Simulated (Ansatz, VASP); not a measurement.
HgTe: VASP beside Ansatz

```
CELL_PARAMETERS angstrom
0.00000 3.13227 3.28916
3.13227 0.00000 3.28916
3.13227 3.13227 0.00000
ATOMIC_POSITIONS crystal
Hg 0.00000 0.00000 0.00000
Te 0.25000 0.25000 0.25000
```

Change from the starting cell: biaxial_xy strain -4.8%.

Alike in both runs: task single point; functional r2SCAN; k mesh 6 × 6 × 6; occupations fermi-dirac, width 0.02 eV; no spin polarisation.

|  | VASP | Ansatz |
| --- | --- | --- |
| version | VASP 6.6.1 | Ansatz 0.2.0 |
| potentials or method | VASP PAW PBE potentials, release 64 (Hg, Te) | plane waves, PAW |
| plane-wave cutoff (eV) | 520 | 500 |
| valence electrons in the cell | 18 | 36 |

```tsv
	VASP	Ansatz	Ansatz less VASP
pressure (GPa)	5.0	4.9	-0.09
traceless stress, the component that is largest in VASP (GPa)	-0.42	-0.41	+0.006
```

VASP's potentials were made for PBE, not for r2SCAN. The functional is the same, so the differences come from potentials, cutoffs and numerics. VASP's potentials hold 18 valence electrons a cell and Ansatz's 36, so a difference there can come from the potentials and not from the codes.

Spin-orbit coupling is off throughout.
